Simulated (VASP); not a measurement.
# Pd (Fm-3m) in VASP: notebook, part 2 of 2

VASP 6.6.1. Earlier steps stand in the parts before.

**5. Single point, PBEsol**

This run uses another cell than the first one, of 14.75 Å³/atom, 0.957 times its volume.

INCAR

```
SYSTEM = Pd
  PREC = Accurate
  ENCUT = 520
  EDIFF = 1E-7
  ISMEAR = 0
  SIGMA = 0.1
  LREAL = .False.
  LASPH = .True.
  NELM = 80
  ALGO = Fast
  ISIF = 2
  LWAVE = .False.
  LCHARG = .True.
  GGA = PS
  LELF = .True.
  LVHAR = .True.
  NBANDS = 11
```

KPOINTS

```
Automatic mesh
0
Gamma
  18 18 18
  0 0 0
```

POSCAR

```
Pd
1.0
    0.0000000000      1.9465000000      1.9465000000
    1.9465000000      0.0000000000      1.9465000000
    1.9465000000      1.9465000000      0.0000000000
Pd
1
Direct
    0.0000000000      0.0000000000      0.0000000000
```

Potentials or basis: VASP PAW PBE potentials, release 64 (Pd).

Run with:

```bash
$ cat potpaw_PBE.64/Pd/POTCAR > POTCAR
$ mpirun -np 1 vasp_std > vasp.out
```

OUTCAR:

```text
SYSTEM = Pd
   PREC = Accurate
   ENCUT = 520
   EDIFF = 1E-7
   ISMEAR = 0
   LREAL = .False.
   LASPH = .True.
   NELM = 80
   ISIF = 2
   GGA = PS

 ion  position               nearest neighbor table
   1  0.000  0.000  0.000-

  LATTYP: Found a face centered cubic cell.
 ALAT       =     3.8930000000

  Lattice vectors:

 A1 = (   0.0000000000,   1.9465000000,   1.9465000000)
 A2 = (   1.9465000000,   0.0000000000,   1.9465000000)
 A3 = (   1.9465000000,   1.9465000000,   0.0000000000)

Analysis of symmetry for initial positions (statically):
=====================================================================
 Subroutine PRICEL returns:
 Original cell was already a primitive cell.

 Routine SETGRP: Setting up the symmetry group for a
 face centered cubic supercell.

 Subroutine GETGRP returns: Found 48 space group operations
 (whereof 48 operations were pure point group operations)
 out of a pool of 48 trial point group operations.

The static configuration has the point symmetry O_h .

Analysis of symmetry for dynamics (positions and initial velocities):
=====================================================================
 Subroutine PRICEL returns:
 Original cell was already a primitive cell.

 Routine SETGRP: Setting up the symmetry group for a
 face centered cubic supercell.

 Subroutine GETGRP returns: Found 48 space group operations
 (whereof 48 operations were pure point group operations)
 out of a pool of 48 trial point group operations.

The dynamic configuration has the point symmetry O_h .

 Subroutine INISYM returns: Found 48 space group operations
 (whereof 48 operations are pure point group operations),
 and found     1 'primitive' translations

----------------------------------------------------------------------------------------

                                     Primitive cell

  volume of cell :      14.7500

  direct lattice vectors                    reciprocal lattice vectors
     0.000000000  1.946500000  1.946500000    -0.256871307  0.256871307  0.256871307
     1.946500000  0.000000000  1.946500000     0.256871307 -0.256871307  0.256871307
     1.946500000  1.946500000  0.000000000     0.256871307  0.256871307 -0.256871307

  length of vectors
     2.752766699  2.752766699  2.752766699     0.444914156  0.444914156  0.444914156

  position of ions in fractional coordinates (direct lattice)
     0.000000000  0.000000000  0.000000000

  ion indices of the primitive-cell ions
   primitive index   ion index
                 1           1

----------------------------------------------------------------------------------------

 KPOINTS: Automatic mesh

Automatic generation of k-mesh.
 Grid dimensions read from file:
 generate k-points for:   18   18   18

 Generating k-lattice:

  Cartesian coordinates                     Fractional coordinates (reciprocal lattice)
    -0.014270628  0.014270628  0.014270628     0.055555556  0.000000000  0.000000000
     0.014270628 -0.014270628  0.014270628     0.000000000  0.055555556  0.000000000
     0.014270628  0.014270628 -0.014270628     0.000000000  0.000000000  0.055555556

  Length of vectors
     0.024717453  0.024717453  0.024717453

  Shift w.r.t. Gamma in fractional coordinates (k-lattice)
     0.000000000  0.000000000  0.000000000

 Subroutine IBZKPT returns following result:
 ===========================================

 Found    195 irreducible k-points:

 Following reciprocal coordinates:
            Coordinates               Weight
  0.000000  0.000000  0.000000      1.000000
  0.055556  0.000000  0.000000      8.000000
  0.111111  0.000000  0.000000      8.000000
  0.166667  0.000000  0.000000      8.000000
  0.222222  0.000000  0.000000      8.000000
  0.277778  0.000000  0.000000      8.000000
[... 16 lines left out ...]
 -0.277778  0.055556  0.000000     24.000000
 -0.222222  0.055556  0.000000     24.000000
 [... further k-points ...]
   k-points           NKPTS =    195   k-points in BZ     NKDIM =    195   number of bands    NBANDS=     11
   number of dos      NEDOS =    301   number of ions     NIONS =      1
   total plane-waves  NPLWV =   8000
   dimension x,y,z NGX =    20 NGY =   20 NGZ =   20
   dimension x,y,z NGXF=    40 NGYF=   40 NGZF=   40
   ions per type =               1
   NGX,Y,Z   is equivalent  to a cutoff of  12.08, 12.08, 12.08 a.u.
   NGXF,Y,Z  is equivalent  to a cutoff of  24.16, 24.16, 24.16 a.u.
 SYSTEM =  Pd
   PREC   = accura    normal or accurate (medium, high low for compatibility)
   ISTART =      0    job   : 0-new  1-cont  2-samecut
   ICHARG =      2    charge: 1-file 2-atom 10-const
   ISPIN  =      1    spin polarized calculation?
   LNONCOLLINEAR =      F non collinear calculations
   LSORBIT =      F    spin-orbit coupling
   LASPH  =      T    aspherical Exc in radial PAW
   ENCUT  =  520.0 eV  38.22 Ry    6.18 a.u.   5.12  5.12  5.12*2*pi/ulx,y,z
   NELM   =     80;   NELMIN=  2; NELMDL= -5     # of ELM steps
   EDIFF  = 0.1E-06   stopping-criterion for ELM
   LREAL  =      F    real-space projection
   EDIFFG = 0.1E-05   stopping-criterion for IOM
   NSW    =      0    number of steps for IOM
   IBRION =     -1    ionic relax: 0-MD 1-quasi-New 2-CG
   NFREE  =      0    steps in history (QN), initial steepest desc. (CG)
   ISIF   =      2    stress and relaxation
   ISYM   =      2    0-nonsym 1-usesym 2-fastsym
   POTIM  = 0.5000    time-step for ionic-motion
   TEBEG  =    0.0;   TEEND  =   0.0 temperature during run
   PSTRESS=    0.0 pullay stress
   NELECT =      10.0000    total number of electrons
   NUPDOWN=      -1.0000    fix difference up-down
   EMIN   =  10.00;   EMAX   =-10.00  energy-range for DOS
   EFERMI =   0.00;   METHOD = LEGACY
   ISMEAR =     0;   SIGMA  =   0.10  broadening in eV -4-tet -1-fermi 0-gaus
   EFERMI_NEDOS =   21; number of points for ismear=-14 and -15
   IALGO  =     68    algorithm
   IMIX   =      4    mixing-type and parameters
     AMIX     =   0.40;   BMIX     =  1.00
     AMIX_MAG =   1.60;   BMIX_MAG =  1.00
  volume/ion in A,a.u.               =      14.75        99.54
  Fermi-wavevector in a.u.,A,eV,Ry     =   1.438171  2.717748 28.141404  2.068335
  Thomas-Fermi vector in A             =   2.557167
   LORBIT       =      0    0 simple, 1 ext, 2 COOP (PROOUT), +10 PAW based schemes
   GGA     = PS    functional components
   LHFCALC =     F    Hartree Fock is set to
   AEXX    =    0.0000 exact exchange contribution
   IVDW    =     0    specifies the selected vdW correction
   LEPSILON=     F    determine dielectric tensor
   LRPA    =     F    only Hartree local field effects (RPA)
 non-spin polarized calculation
 RMM-DIIS sequential band-by-band and
 Gauss-broadening in eV      SIGMA  =   0.10
  energy-cutoff  :      520.00
  volume of cell :       14.75
 maximum number of plane-waves:       411
   NGX = 11   NGY = 11   NGZ = 11

 number of electron      10.0000000 magnetization

 number of electron       9.9999999 magnetization

 Free energy of the ion-electron system (eV)
  ---------------------------------------------------
  ext. energy  EPLUGINS =         0.00000000
  ---------------------------------------------------
  free energy    TOTEN  =        -5.96747474 eV

  energy without entropy =       -5.95574267  energy(sigma->0) =       -5.96160871

 E-fermi :   9.6217     XC(G=0): -13.3803

 val. band max:        9.6214403520   @ k =   0.5000   0.1111   0.0000
 cond. band min:       9.6245625720   @ k =   0.4444   0.1667   0.0000
 fundamental gap:      0.0031222200
 Fermi energy:         9.6217148321

 k-point     1 :       0.0000    0.0000    0.0000
  band No.  band energies     occupation
      1       2.3803      2.00000
      2       6.7653      2.00000
      3       6.7653      2.00000
      4       6.7653      2.00000
      5       8.3985      2.00000
      6       8.3985      2.00000
      7      26.7471      0.00000
      8      31.5174      0.00000
      9      31.5174      0.00000
     10      31.5174      0.00000
     11      36.7792      0.00000
[... 309 lines left out ...]
 k-point    24 :      -0.2222    0.0556    0.0000
  band No.  band energies     occupation
      1       4.1048      2.00000
      2       6.5286      2.00000
      3       7.0929      2.00000
      4       7.1288      2.00000
      5       8.2740      2.00000
      6       8.8013      2.00000
      7      24.4809      0.00000
      8      27.8023      0.00000
      9      31.7470      0.00000
     10      34.1265      0.00000
     11      34.5259      0.00000

 [... further k-points ...]

------------------------ aborting loop because EDIFF is reached ----------------------------------------

  FORCE on cell =-STRESS in cart. coord.  units (eV):
  Direction    XX          YY          ZZ          XY          YZ          ZX
  --------------------------------------------------------------------------------------
  -------------------------------------------------------------------------------------
  Total       -0.2808284     -0.2808284     -0.2808284      0.0000000      0.0000000      0.0000000
  in kB      -30.5041167    -30.5041167    -30.5041167      0.0000000      0.0000000      0.0000000
  external PRESSURE =     -30.5041167 kB  Pullay stress =       0.0000000 kB

 VOLUME and BASIS-vectors are now :
 -----------------------------------------------------------------------------
  energy-cutoff  :      520.00
  volume of cell :       14.75
      direct lattice vectors                 reciprocal lattice vectors
     0.000000000  1.946500000  1.946500000    -0.256871307  0.256871307  0.256871307
     1.946500000  0.000000000  1.946500000     0.256871307 -0.256871307  0.256871307
     1.946500000  1.946500000  0.000000000     0.256871307  0.256871307 -0.256871307

 POSITION                                       TOTAL-FORCE (eV/Angst)
 -----------------------------------------------------------------------------------
      0.00000      0.00000      0.00000         0.000000     -0.000000     -0.000000
 -----------------------------------------------------------------------------------
    total drift:                                0.000000      0.000000      0.000000

  FREE ENERGIE OF THE ION-ELECTRON SYSTEM (eV)
  ---------------------------------------------------
  free  energy   TOTEN  =        -5.9674747424 eV

  energy  without entropy=       -5.9557426736  energy(sigma->0) =       -5.96160871
```

OSZICAR:

```text
N       E                     dE             d eps       ncg     rms          rms(c)
DAV:   1     0.415468639628E+02    0.41547E+02   -0.51128E+03  4314   0.849E+02
DAV:   2    -0.577635259064E+01   -0.47323E+02   -0.45781E+02  4840   0.182E+02
DAV:   3    -0.634980329986E+01   -0.57345E+00   -0.57157E+00  5153   0.213E+01
DAV:   4    -0.635228148350E+01   -0.24782E-02   -0.24779E-02  5154   0.147E+00
DAV:   5    -0.635230858342E+01   -0.27100E-04   -0.27100E-04  5671   0.138E-01    0.834E+00
RMM:   6    -0.598420319115E+01    0.36811E+00   -0.51011E-01  4503   0.658E+00    0.368E+00
RMM:   7    -0.597201707574E+01    0.12186E-01   -0.98174E-03  5145   0.114E+00    0.196E+00
RMM:   8    -0.596748336216E+01    0.45337E-02   -0.14685E-03  5197   0.380E-01    0.124E-01
RMM:   9    -0.596746708094E+01    0.16281E-04   -0.17046E-04  5695   0.109E-01    0.240E-02
RMM:  10    -0.596747324845E+01   -0.61675E-05   -0.41505E-05  5636   0.472E-02    0.898E-03
RMM:  11    -0.596747445047E+01   -0.12020E-05   -0.12148E-05  5832   0.226E-02    0.605E-03
RMM:  12    -0.596747477504E+01   -0.32457E-06   -0.28789E-06  5558   0.130E-02    0.228E-03
RMM:  13    -0.596747474236E+01    0.32674E-07   -0.99778E-07  4986   0.598E-03
   1 F= -.59674747E+01 E0= -.59616087E+01  d E =-.117321E-01
```

Run time: 15 s. Hardware: 1 thread of Intel Xeon 6975P-C (Granite Rapids), shared host; peak memory 0.15 GiB.

Results:

```yaml
Free_energy: -5.9675 eV
Pressure: -3.1 GPa
Band_gap_on_the_k_mesh: zero (band 5 reaches 9.92 eV, above the bottom of band 6 at 8.33 eV)
```

Caveat: the PAW data sets were made with another functional, which shifts forces and pressure a little.

**6. The runs side by side**

| cell | gap on the mesh (eV) | pressure (GPa) |
| --- | --- | --- |
| a = 2.794 Å, angles 60.0°, 1 atom | none | -10.3 |
| a = 2.626 Å, angles 60.0°, 1 atom | none | 36.3 |
| a = 2.655 Å, angles 60.0°, 1 atom | none | 24.4 |
| a = 2.753 Å, angles 60.0°, 1 atom | none | -3.1 |

Alike in all rows: task single point; level PBEsol; potentials or basis VASP PAW PBE potentials, release 64 (Pd); no spin polarisation; k mesh 18 × 18 × 18; cutoff (eV) 520; smearing gaussian 0.1 eV.

Caveats: the PAW data sets were made with another functional, which shifts forces and pressure a little.

Absolute energies hang on the potentials; compare differences alone.
